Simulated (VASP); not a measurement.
**Co: single point with revPBE**

The system is Co.

```
CELL_PARAMETERS angstrom
2.38842 0.00000 0.00000
0.00000 2.38842 0.00000
0.00000 0.00000 2.38842
ATOMIC_POSITIONS crystal
Co 0.00000 0.00000 0.00000
```

This cell differs from its parent crystal: volume scaled by 1.12.

- Program: VASP 6.6.1
- Task: single point
- Functional: revPBE
- Potentials or basis: VASP PAW PBE potentials, release 64 (Co)
- Cutoff: 520 eV
- k mesh: 15 × 15 × 15
- Occupations: fermi-dirac, width 0.1 eV
- Spin: no spin polarisation

```
Pressure : -14.8 GPa
```

Levels at points of the mesh, in eV from the Fermi level:
```
           k point  band 3  band 4  band 5  band 6  band 7  band 8
(0.00, 0.00, 0.00)   -2.96    0.39    0.39    0.39   18.71   18.71
```

Run time: 6.5 s on 1 thread of Intel(R) Xeon(R) 6975P-C (Granite Rapids) (shared host), peak memory 0.12 GiB.

Caveat: the PAW data sets were made with another functional, which shifts forces and pressure a little; the run has no spin polarisation, though such a crystal can be magnetic. Spin polarisation is off, so any magnetic state and its effect on volume and gap are missing.
